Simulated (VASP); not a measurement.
Runs of VASP 6.6.1 on KCl. The structure is that of space group Fm-3m (No. 225), or close to it. The cells are those of the table. 

| cell | gap on the mesh (eV) | pressure (GPa) |
| --- | --- | --- |
| a = 4.285 Å, angles 60.0°, 2 atoms | 6.26 | 2.9 |
| a = 4.106 Å, angles 60.0°, 2 atoms | 6.67 | 8.5 |
| a = 4.375, b = 4.375, c = 4.285 Å, angles 60.7, 60.7, 58.6°, 2 atoms | (b) | (c) |
| a = 4.642 Å, angles 60.0°, 2 atoms | 5.41 | -1.8 |
| a = 4.820 Å, angles 60.0°, 2 atoms | 5.10 | -2.6 |
| a = 4.197, b = 4.197, c = 4.106 Å, angles 60.7, 60.7, 58.6°, 2 atoms | 6.58 | (a) |

Alike in all rows: task single point; level r2SCAN; potentials or basis VASP PAW PBE potentials, release 64 (K_sv, Cl); no spin polarisation; k mesh 6 × 6 × 6; cutoff (eV) 550; smearing gaussian 0.05 eV.

Problem. Fill in the values left out.

Solution. (a) 6.5; (b) 6.07; (c) 1.8.

Caveats: the PAW data sets were made with another functional, which shifts forces and pressure a little; the cell stands under pressure (at least some runs).

A k mesh can miss the band edges.
